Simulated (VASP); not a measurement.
A run of VASP 6.6.1 is set up as follows.

The input INCAR:

```
ALGO = Normal
EDIFF = 1E-7
ENCUT = 520
GGA = PE
ISIF = 2
ISMEAR = 0
LASPH = T
LCHARG = F
LREAL = F
LWAVE = F
NBANDS = 15
NELM = 80
PREC = Accurate
SIGMA = 0.05
```

Contents of KPOINTS:

```
k-points
0
Gamma
  14 14 14
```

Contents of POSCAR:

```
NiO
1.0
    0.0000000000      2.0656724582      2.0656724582
    2.0656724582      0.0000000000      2.0656724582
    2.0656724582      2.0656724582      0.0000000000
Ni O
1 1
Direct
    0.0000000000      0.0000000000      0.0000000000
    0.5000000000      0.5000000000      0.5000000000
```

Potentials or basis: VASP PAW PBE potentials, release 64 (Ni, O).

The run is started by

```console
$ cat potpaw_PBE.64/Ni/POTCAR potpaw_PBE.64/O/POTCAR > POTCAR
$ mpirun -np 1 vasp_std > vasp.out
```

(1) What does it give for the pressure?

(2) Estimate the band gap on the k mesh.

Results:

(1) 4.5 GPa.

(2) zero (band 8 reaches 9.71 eV, above the bottom of band 9 at 6.75 eV).

Caveat: the run has no spin polarisation, though such a crystal can be magnetic; semilocal functionals often make such compounds metallic where correlation or magnetic order opens a gap, which also shifts bond lengths.
